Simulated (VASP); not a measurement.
# Ta8C9 (a cell with a defect) in VASP: a series of runs

Runs on Ta8C9 (a cell with a defect). Level: LDA. Tasks: single point.

Program: VASP 6.6.1. These are calculated values, not measurements. Logs are shortened: lines on timing, memory, paths and dates and some standing lists are left out, and cuts for length are marked.

**1. The cell of the first run**

The cell holds a defect, 17 atoms: a = 6.350 Å, b = 6.350 Å, c = 6.350 Å, α = 60.00°, β = 60.00°, γ = 60.00°.

**2. Single point, LDA**

The input, INCAR:

```
SYSTEM = Ta8C9
PREC = Accurate ; ENCUT = 520
EDIFF = 1E-6 ; ISMEAR = -1
SIGMA = 0.15 ; LREAL = Auto
LASPH = .TRUE. ; NELM = 60
ALGO = Normal ; ISIF = 2
LWAVE = .FALSE. ; LCHARG = .FALSE.
NBANDS = 76
```

The input, KPOINTS:

```
Automatic mesh
0
G
  2 2 2
  0 0 0
```

The input, POSCAR:

```
Ta8C9
1.0
    0.0000000000      4.4900000000      4.4900000000
    4.4900000000      0.0000000000      4.4900000000
    4.4900000000      4.4900000000      0.0000000000
Ta C
8 9
Direct
   -0.0440311804     -0.0035857461      0.0036080178
   -0.0256681514      0.0654008909      0.4541536748
   -0.0568930958      0.5577394209      0.0380066815
   -0.0607461024      0.5724387528      0.5142427617
    0.4748886414      0.0142204900      0.0249554566
    0.4546770601      0.0637861915      0.4995991091
    0.4581625835      0.5353118040     -0.0100779510
    0.4554677060      0.5356236080      0.5078953229
    0.2218708241      0.3326726058      0.2382850780
    0.1907015590      0.3123273942      0.7752004454
    0.2199443207      0.7554454343      0.2786525612
    0.2001559020      0.7888641425      0.7486859688
    0.6817037862      0.3015256125      0.2611024499
    0.6899220490      0.2805011136      0.7601670379
    0.7060690423      0.7770935412      0.2882071269
    0.7010467706      0.8343652561      0.7250111359
    0.0759799555      0.2083853007      0.0405233853
```

Potentials or basis: VASP PAW LDA potentials, release 64 (Ta_pv, C).

Launch:

```bash
$ cat potpaw_LDA.64/Ta_pv/POTCAR potpaw_LDA.64/C/POTCAR > POTCAR
$ mpirun -np 1 vasp_std > vasp.out
```

OUTCAR:

```text
SYSTEM = Ta8C9
   PREC = Accurate
   ENCUT = 520
   EDIFF = 1E-6
   ISMEAR = -1
   LREAL = Auto
   LASPH = .TRUE.
   NELM = 60
   ISIF = 2

 ion  position               nearest neighbor table
   1  0.956  0.996  0.004-  17 1.99  12 2.08  15 2.13  14 2.30  11 2.43  10 2.50  13 2.53   3 2.72
                             5 2.94   4 3.00   7 3.06   2 3.17   6 3.19   6 3.21   2 3.24   7 3.30
   2  0.974  0.065  0.454-  17 2.16  13 2.20  11 2.22  16 2.27   9 2.33  12 2.35  14 2.36   3 2.90
                             5 2.97   4 3.07   8 3.15   1 3.17   6 3.17   6 3.20   8 3.22   1 3.24
   3  0.943  0.558  0.038-  17 1.93  15 2.11   9 2.17  12 2.21  10 2.28  13 2.34  16 2.50   1 2.72
                             2 2.90   5 2.94   8 3.05   4 3.06   7 3.06   4 3.29   8 3.32   7 3.32
   4  0.939  0.572  0.514-  15 2.07  11 2.11  16 2.13  10 2.30   9 2.32  14 2.44   1 3.00   7 3.05
                             3 3.06   2 3.07   6 3.10   8 3.15   8 3.22   6 3.25   3 3.29   2 3.31
   5  0.475  0.014  0.025-  17 2.17  14 2.17  16 2.19  15 2.22  11 2.31  10 2.41   9 2.41   1 2.94
                             3 2.94   2 2.97   8 3.05   6 3.12   7 3.15   7 3.21   6 3.25   8 3.30
   6  0.455  0.064  0.500-  13 2.09  16 2.12   9 2.22  15 2.25  10 2.35  12 2.38   8 3.03   4 3.10
                             5 3.12   7 3.12   2 3.17   1 3.19   2 3.20   1 3.21   7 3.24   4 3.25
   7  0.458  0.535  0.990-   9 1.98  14 2.18  13 2.23  12 2.24  11 2.30  16 2.44   4 3.05   3 3.06
                             1 3.06   8 3.07   6 3.12   5 3.15   5 3.21   6 3.24   8 3.28   1 3.30
   8  0.455  0.536  0.508-  11 2.09  13 2.16  14 2.19  10 2.20  15 2.22  12 2.22   6 3.03   3 3.05
                             5 3.05   7 3.07   4 3.15   2 3.15   4 3.22   2 3.22   7 3.28   5 3.30
   9  0.222  0.333  0.238-   7 1.98   3 2.17   6 2.22   4 2.32   2 2.33   5 2.41
  10  0.191  0.312  0.775-  17 1.40   8 2.20   3 2.28   4 2.30   6 2.35   5 2.41   1 2.50
  11  0.220  0.755  0.279-   8 2.09   4 2.11   2 2.22   7 2.30   5 2.31   1 2.43
  12  0.200  0.789  0.749-   1 2.08   3 2.21   8 2.22   7 2.24   2 2.35   6 2.38
  13  0.682  0.302  0.261-   6 2.09   8 2.16   2 2.20   7 2.23   3 2.34   1 2.53
  14  0.690  0.281  0.760-   5 2.17   7 2.18   8 2.19   1 2.30   2 2.36   4 2.44
  15  0.706  0.777  0.288-   4 2.07   3 2.11   1 2.13   8 2.22   5 2.22   6 2.25
  16  0.701  0.834  0.725-   6 2.12   4 2.13   5 2.19   2 2.27   7 2.44   3 2.50
  17  0.076  0.208  0.041-  10 1.40   3 1.93   1 1.99   2 2.16   5 2.17

  LATTYP: Found a face centered cubic cell.
 ALAT       =     8.9800000000

  Lattice vectors:

 A1 = (   0.0000000000,   4.4900000000,   4.4900000000)
 A2 = (   4.4900000000,   0.0000000000,   4.4900000000)
 A3 = (   4.4900000000,   4.4900000000,   0.0000000000)

Analysis of symmetry for initial positions (statically):
=====================================================================
 Subroutine PRICEL returns:
 Original cell was already a primitive cell.

 Routine SETGRP: Setting up the symmetry group for a
 face centered cubic supercell.

 Subroutine GETGRP returns: Found  1 space group operations
 (whereof  1 operations were pure point group operations)
 out of a pool of 48 trial point group operations.

The static configuration has the point symmetry C_1 .

Analysis of symmetry for dynamics (positions and initial velocities):
=====================================================================
 Subroutine PRICEL returns:
 Original cell was already a primitive cell.

 Routine SETGRP: Setting up the symmetry group for a
 face centered cubic supercell.

 Subroutine GETGRP returns: Found  1 space group operations
 (whereof  1 operations were pure point group operations)
 out of a pool of 48 trial point group operations.

The dynamic configuration has the point symmetry C_1 .

 Subroutine INISYM returns: Found  1 space group operations
 (whereof  1 operations are pure point group operations),
 and found     1 'primitive' translations

----------------------------------------------------------------------------------------

                                     Primitive cell

  volume of cell :     181.0377

  direct lattice vectors                    reciprocal lattice vectors
     0.000000000  4.490000000  4.490000000    -0.111358575  0.111358575  0.111358575
     4.490000000  0.000000000  4.490000000     0.111358575 -0.111358575  0.111358575
     4.490000000  4.490000000  0.000000000     0.111358575  0.111358575 -0.111358575

  length of vectors
     6.349818895  6.349818895  6.349818895     0.192878709  0.192878709  0.192878709

  position of ions in fractional coordinates (direct lattice)
     0.955968820  0.996414254  0.003608018
     0.974331849  0.065400891  0.454153675
     0.943106904  0.557739421  0.038006682
[... 46 lines left out ...]
    -0.055679287  0.055679287  0.055679287     0.500000000  0.000000000  0.000000000
     0.055679287 -0.055679287  0.055679287     0.000000000  0.500000000  0.000000000
     0.055679287  0.055679287 -0.055679287     0.000000000  0.000000000  0.500000000

  Length of vectors
     0.096439355  0.096439355  0.096439355

  Shift w.r.t. Gamma in fractional coordinates (k-lattice)
     0.000000000  0.000000000  0.000000000

 Subroutine IBZKPT returns following result:
 ===========================================

 Found      8 irreducible k-points:

 Following reciprocal coordinates:
            Coordinates               Weight
  0.000000  0.000000  0.000000      1.000000
  0.500000  0.000000  0.000000      1.000000
  0.000000  0.500000  0.000000      1.000000
  0.000000  0.000000  0.500000      1.000000
  0.500000  0.500000  0.500000      1.000000
  0.500000  0.500000  0.000000      1.000000
  0.000000  0.500000  0.500000      1.000000
  0.500000  0.000000  0.500000      1.000000
   k-points           NKPTS =      8   k-points in BZ     NKDIM =      8   number of bands    NBANDS=     76
   number of dos      NEDOS =    301   number of ions     NIONS =     17
   total plane-waves  NPLWV = 110592
   dimension x,y,z NGX =    48 NGY =   48 NGZ =   48
   dimension x,y,z NGXF=    96 NGYF=   96 NGZF=   96
   ions per type =               8   9
   NGX,Y,Z   is equivalent  to a cutoff of  12.57, 12.57, 12.57 a.u.
   NGXF,Y,Z  is equivalent  to a cutoff of  25.13, 25.13, 25.13 a.u.
 SYSTEM =  Ta8C9
   PREC   = accura    normal or accurate (medium, high low for compatibility)
   ISTART =      0    job   : 0-new  1-cont  2-samecut
   ICHARG =      2    charge: 1-file 2-atom 10-const
   ISPIN  =      1    spin polarized calculation?
   LNONCOLLINEAR =      F non collinear calculations
   LSORBIT =      F    spin-orbit coupling
   LASPH  =      T    aspherical Exc in radial PAW
   ENCUT  =  520.0 eV  38.22 Ry    6.18 a.u.  11.81 11.81 11.81*2*pi/ulx,y,z
   NELM   =     60;   NELMIN=  2; NELMDL= -5     # of ELM steps
   EDIFF  = 0.1E-05   stopping-criterion for ELM
   LREAL  =      T    real-space projection
   EDIFFG = 0.1E-04   stopping-criterion for IOM
   NSW    =      0    number of steps for IOM
   IBRION =     -1    ionic relax: 0-MD 1-quasi-New 2-CG
   NFREE  =      0    steps in history (QN), initial steepest desc. (CG)
   ISIF   =      2    stress and relaxation
   ISYM   =      2    0-nonsym 1-usesym 2-fastsym
   POTIM  = 0.5000    time-step for ionic-motion
   TEBEG  =    0.0;   TEEND  =   0.0 temperature during run
   PSTRESS=    0.0 pullay stress
   NELECT =     124.0000    total number of electrons
   NUPDOWN=      -1.0000    fix difference up-down
   EMIN   =  10.00;   EMAX   =-10.00  energy-range for DOS
   EFERMI =   0.00;   METHOD = LEGACY
   ISMEAR =    -1;   SIGMA  =   0.15  broadening in eV -4-tet -1-fermi 0-gaus
   EFERMI_NEDOS =   21; number of points for ismear=-14 and -15
   IALGO  =     38    algorithm
   IMIX   =      4    mixing-type and parameters
     AMIX     =   0.40;   BMIX     =  1.00
     AMIX_MAG =   1.60;   BMIX_MAG =  1.00
  volume/ion in A,a.u.               =      10.65        71.86
  Fermi-wavevector in a.u.,A,eV,Ry     =   1.443087  2.727038 28.334117  2.082499
  Thomas-Fermi vector in A             =   2.561534
   LORBIT       =      0    0 simple, 1 ext, 2 COOP (PROOUT), +10 PAW based schemes
   GGA     = CA    functional components
   LHFCALC =     F    Hartree Fock is set to
   AEXX    =    0.0000 exact exchange contribution
   IVDW    =     0    specifies the selected vdW correction
   LEPSILON=     F    determine dielectric tensor
   LRPA    =     F    only Hartree local field effects (RPA)
 non-spin polarized calculation
  energy-cutoff  :      520.00
  volume of cell :      181.04
 maximum number of plane-waves:      4910
 NGX is ok and might be reduce to    48
   NGX = 23   NGY = 23   NGZ = 23

 number of electron     124.0000007 magnetization

 Free energy of the ion-electron system (eV)
  ---------------------------------------------------
  ext. energy  EPLUGINS =         0.00000000
  ---------------------------------------------------
  free energy    TOTEN  =      -196.84572349 eV

  energy without entropy =     -196.41919380  energy(sigma->0) =     -196.63245864

 E-fermi :   8.2634     XC(G=0): -13.3931

 val. band max:        8.1312342290   @ k =   0.5000   0.5000   0.0000
 cond. band min:       8.2959330689   @ k =   0.5000   0.5000   0.5000
 fundamental gap:      0.1646988399
 Fermi energy:         8.2633626819

 k-point     1 :       0.0000    0.0000    0.0000
  band No.  band energies     occupation
      1     -27.2748      2.00000
      2     -27.1254      2.00000
      3     -27.1047      2.00000
      4     -27.1000      2.00000
      5     -27.0866      2.00000
      6     -27.0258      2.00000
[... 605 lines left out ...]
     73      10.8948      0.00000
     74      10.9279      0.00000
 [bands above 74 left out]

------------------------ aborting loop because EDIFF is reached ----------------------------------------

  FORCE on cell =-STRESS in cart. coord.  units (eV):
  Direction    XX          YY          ZZ          XY          YZ          ZX
  --------------------------------------------------------------------------------------
  -------------------------------------------------------------------------------------
  Total       11.0813260      3.3273854      9.3107817     -4.0612184      2.0817447      9.1180538
  in kB       98.0693497     29.4472454     82.4000944    -35.9416413     18.4233683     80.6944592
  external PRESSURE =      69.9722299 kB  Pullay stress =       0.0000000 kB

 VOLUME and BASIS-vectors are now :
 -----------------------------------------------------------------------------
  energy-cutoff  :      520.00
  volume of cell :      181.04
      direct lattice vectors                 reciprocal lattice vectors
     0.000000000  4.490000000  4.490000000    -0.111358575  0.111358575  0.111358575
     4.490000000  0.000000000  4.490000000     0.111358575 -0.111358575  0.111358575
     4.490000000  4.490000000  0.000000000     0.111358575  0.111358575 -0.111358575

 POSITION                                       TOTAL-FORCE (eV/Angst)
 -----------------------------------------------------------------------------------
      4.49010      4.30850      8.76620         1.322905     -1.229495      0.018990
      2.33280      6.41390      4.66840         0.013623      0.475578      0.038516
      2.67490      4.40520      6.73880         0.983388     -2.757015      1.372871
      4.87920      6.52620      6.78750        -0.885857      0.731216     -0.118498
      0.17590      2.24430      2.19610        -0.152167     -0.091583      0.157417
      2.52960      4.28470      2.32790        -0.991307     -0.623199     -0.887589
[... 9 lines left out ...]
      7.00160      6.40300      6.89400         0.188447      2.094173     -1.108907
      1.11760      0.52310      1.27680        -1.273812      2.457681     -0.644971
 -----------------------------------------------------------------------------------
    total drift:                                0.011552     -0.000171      0.006785

  FREE ENERGIE OF THE ION-ELECTRON SYSTEM (eV)
  ---------------------------------------------------
  free  energy   TOTEN  =      -196.8457234894 eV

  energy  without entropy=     -196.4191937952  energy(sigma->0) =     -196.63245864
```

Run time: 4.4 min. Hardware: 1 thread of Intel Xeon Platinum 8488C (Sapphire Rapids), shared host; peak memory 0.3 GiB.

Results:

| Quantity | Value |
| --- | --- |
| Free energy | -196.8457 eV |
| Pressure | 7.0 GPa |
| Largest force | 3.269 eV/Å |
| Band gap on the k mesh | zero (bands 62 and 63 overlap by 0.71 eV) |

Forces in eV/Å, atoms in the order of the input:
```
Ta   1.323 -1.229  0.019
Ta   0.014  0.476  0.039
Ta   0.983 -2.757  1.373
Ta  -0.886  0.731 -0.118
Ta  -0.152 -0.092  0.157
Ta  -0.991 -0.623 -0.888
Ta   1.512  1.148  0.903
Ta   0.874  0.591  0.895
C    0.142  1.044 -3.094
C   -1.245 -0.148 -0.682
C   -0.366 -1.455  0.205
C   -0.394 -0.418  1.069
C   -0.152 -0.723  0.410
C   -0.661  1.062  1.701
C    1.085 -2.158 -0.234
C    0.188  2.094 -1.109
C   -1.274  2.458 -0.645
```

Levels at points of the mesh, in eV from the Fermi level:
```
           k point  band 60  band 61  band 62  band 63  band 64  band 65
(0.00, 0.00, 0.00)    -0.71    -0.59    -0.28     0.22     0.38     0.65
(0.50, 0.00, 0.00)    -0.88    -0.77    -0.69    -0.16     0.10     0.31
(0.00, 0.50, 0.00)    -0.95    -0.84    -0.68     0.13     0.27     0.49
(0.00, 0.00, 0.50)    -0.77    -0.65    -0.54    -0.14     0.22     0.45
(0.50, 0.50, 0.50)    -0.93    -0.71    -0.33     0.03     0.12     0.24
(0.50, 0.50, 0.00)    -0.60    -0.13     0.24     0.71     0.94     1.20
(0.00, 0.50, 0.50)    -0.49    -0.16     0.50     0.73     0.91     1.29
(0.50, 0.00, 0.50)    -0.57    -0.23     0.55     0.72     1.05     1.30
```

Caveat: the k points lie up to 0.61 Å⁻¹ apart, too coarse for converged energies and pressures of a metal; spin-orbit coupling is left out, which moves the levels of the heavy elements.

**3. Single point, LDA**

The input, INCAR:

```
ALGO = Normal ; EDIFF = 1E-6
ENCUT = 520 ; ISIF = 2
ISMEAR = -1 ; LASPH = True
LCHARG = True ; LELF = True
LREAL = Auto ; LVHAR = True
LWAVE = False ; NBANDS = 76
NELM = 60 ; PREC = Accurate
SIGMA = 0.15
```

The input, KPOINTS:

```
k-points
0
Gamma
  2 2 2
```

The input, POSCAR:

```
Ta8C9
1.0
    0.0000000000      4.4900000000      4.4900000000
    4.4900000000      0.0000000000      4.4900000000
    4.4900000000      4.4900000000      0.0000000000
Ta C
8 9
Direct
   -0.0766258352      0.0358463252     -0.0007238307
   -0.0375946548      0.0365701559      0.5066815145
   -0.0697772829      0.6372828508     -0.0156124722
   -0.0674832962      0.5948106904      0.5027171492
    0.4353452116      0.0448997773      0.0134298441
    0.3994432071      0.0746770601      0.5275055679
    0.4528730512      0.5493095768      0.0043652561
    0.4431069042      0.5252895323      0.5455122494
    0.2117928731      0.3046881960      0.2634632517
    0.1682293987      0.2982293987      0.8091870824
    0.2025389755      0.7952561247      0.2664810690
    0.2336191537      0.8023719376      0.7494097996
    0.7216035635      0.3140757238      0.2367483296
    0.7055790646      0.2869821826      0.7545991091
    0.6387639198      0.8262249443      0.3032850780
    0.6830400891      0.7986525612      0.7668262806
    0.0045322940      0.2518596882      0.0886080178
```

Potentials or basis: VASP PAW LDA potentials, release 64 (Ta_pv, C).

Launch:

```bash
$ cat potpaw_LDA.64/Ta_pv/POTCAR potpaw_LDA.64/C/POTCAR > POTCAR
$ mpirun -np 1 vasp_std > vasp.out
```

It took 4.3 min on 1 thread of Intel Xeon Platinum 8488C (Sapphire Rapids), shared host; peak memory 0.3 GiB.

Results (log left out):

| Property | Result |
| --- | --- |
| Free energy | -196.7697 eV |
| Pressure | 4.3 GPa |
| Largest force | 3.129 eV/Å |
| Band gap on the k mesh | zero (bands 62 and 63 overlap by 0.62 eV) |

Forces in eV/Å, atoms in the order of the input:
```
Ta   0.812  0.321  0.600
Ta   0.674 -0.176  0.581
Ta  -0.615  1.523 -2.167
Ta  -1.545  0.476 -0.937
Ta   0.362  1.877 -0.247
Ta  -0.151  1.851  2.500
Ta   0.803  0.743 -0.845
Ta  -0.812 -0.879  1.002
C    1.267 -1.544  0.396
C    0.862 -1.783  0.038
C   -1.206  0.418 -1.144
C    0.496 -1.904 -2.433
C   -0.274  0.170  0.192
C    1.045 -0.696  0.056
C   -2.813  0.566  1.237
C    0.675 -0.623  1.237
C    0.420 -0.339 -0.066
```

Stress tensor (GPa, compression positive):
```
 1.60 -1.76 12.70
-1.76  4.90 -1.56
12.70 -1.56  6.33
```

Levels at points of the mesh, in eV from the Fermi level:
| k point | band 59 | band 60 | band 61 | band 62 | band 63 | band 64 | band 65 | band 66 |
| --- | --- | --- | --- | --- | --- | --- | --- | --- |
| (0.00, 0.00, 0.00) | -1.23 | -0.84 | -0.57 | -0.22 | 0.16 | 0.59 | 1.00 | 1.27 |
| (0.50, 0.00, 0.00) | -1.33 | -1.03 | -0.51 | -0.39 | -0.20 | 0.15 | 0.42 | 0.56 |
| (0.00, 0.50, 0.00) | -1.26 | -1.07 | -0.45 | -0.32 | -0.01 | 0.06 | 0.27 | 0.51 |
| (0.00, 0.00, 0.50) | -1.30 | -1.06 | -0.76 | -0.41 | -0.19 | 0.09 | 0.32 | 0.51 |
| (0.50, 0.50, 0.50) | -1.17 | -0.97 | -0.62 | -0.43 | -0.08 | 0.16 | 0.24 | 0.80 |
| (0.50, 0.50, 0.00) | -1.62 | -0.57 | -0.11 | 0.41 | 0.70 | 1.17 | 1.34 | 1.40 |
| (0.00, 0.50, 0.50) | -1.71 | -0.22 | 0.00 | 0.42 | 0.88 | 0.94 | 1.25 | 1.41 |
| (0.50, 0.00, 0.50) | -0.66 | -0.45 | -0.03 | 0.31 | 0.64 | 1.06 | 1.26 | 1.47 |

Caveat: the k points lie up to 0.61 Å⁻¹ apart, too coarse for converged energies and pressures of a metal; spin-orbit coupling is left out, which moves the levels of the heavy elements.

(Part 1 of 2 ends here.)
